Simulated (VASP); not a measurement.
A run of VASP 6.6.1:

Contents of INCAR:

```
SYSTEM = Be
ALGO = Fast
EDIFF = 1E-6
EDIFFG = -0.01
ENCUT = 600
GGA = PE
IBRION = 2
ISIF = 3
ISMEAR = 0
LASPH = .True.
LCHARG = .False.
LREAL = .False.
LWAVE = .False.
NELM = 100
NSW = 100
PREC = Accurate
SIGMA = 0.1
```

Contents of KPOINTS:

```
k-points
0
Gamma
  22 22 28
  0 0 0
```

POSCAR

```
Be
1.0
    1.3372791508     -3.7534514541      0.0000000000
    1.3372791508      3.7534514541      0.0000000000
    0.0000000000      0.0000000000      2.0055554040
Be
2
Direct
    0.8636020205      0.1363979795      0.0000000000
    0.1363979795      0.8636020205      0.0000000000
```

Potentials or basis: VASP PAW PBE potentials, release 64 (Be).

Launch:

```console
$ cat potpaw_PBE.64/Be/POTCAR > POTCAR
$ mpirun -np 1 vasp_std > vasp.out
```

Hardware: 1 thread of Intel Xeon 8259CL, on a shared host.

Task: How long does it take, and how much memory?

Result: It took 15 min on 1 thread of Intel Xeon 8259CL, with other jobs on the host, peak memory 0.43 GiB. Counts: scf iterations 50, k points 1995, ion steps 10.
